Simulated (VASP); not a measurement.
Crystal: HfSi3.

```
Hf Si
1.0
     0.00000    3.29102    3.29102
     3.29102    0.00000    3.29102
     3.29102    3.29102    0.00000
Hf Si
1 3
Direct
  0.00000 0.00000 0.00000
  0.25000 0.25000 0.25000
  0.75000 0.75000 0.75000
  0.50000 0.50000 0.50000
```

- Program: VASP 6.6.1
- Task: relaxation of cell and atoms
- Functional: PBE
- Potentials or basis: VASP PAW PBE potentials, release 64 (Hf_pv, Si)
- Cutoff: 600 eV
- k mesh: 4 × 4 × 4
- Occupations: gaussian, width 0.1 eV
- Spin: no spin polarisation

At the start: pressure -4.4 GPa; volume 17.82 Å³/atom.

Where does the relaxation end?

Over 3 steps the energy falls by 13.1 meV/atom and the volume is 16.93 Å³/atom (-5.0 %); space group Fm-3m (No. 225, to 0.05 Å).

Step by step:
```csv
step,energy change (eV),largest force (eV/Å),pressure (GPa),volume (Å³)
1,0.0000,0.0000,-4.44,71.29
2,-0.0431,0.0000,2.13,66.31
3,-0.0523,0.0000,0.03,67.70
```

Final structure:
```cif
data_structure
_symmetry_space_group_name_H-M 'P 1'
_symmetry_Int_Tables_number 1
_cell_length_a 4.5749
_cell_length_b 4.5749
_cell_length_c 4.5749
_cell_angle_alpha 60.000
_cell_angle_beta 60.000
_cell_angle_gamma 60.000
_cell_volume 67.70
loop_
_atom_site_label
_atom_site_type_symbol
_atom_site_fract_x
_atom_site_fract_y
_atom_site_fract_z
_atom_site_occupancy
Hf1 Hf 0.00000 0.00000 0.00000 1
Si1 Si 0.25000 0.25000 0.25000 1
Si2 Si 0.75000 0.75000 0.75000 1
Si3 Si 0.50000 0.50000 0.50000 1
```

Caveat: the k points lie up to 0.42 Å⁻¹ apart in the final cell.
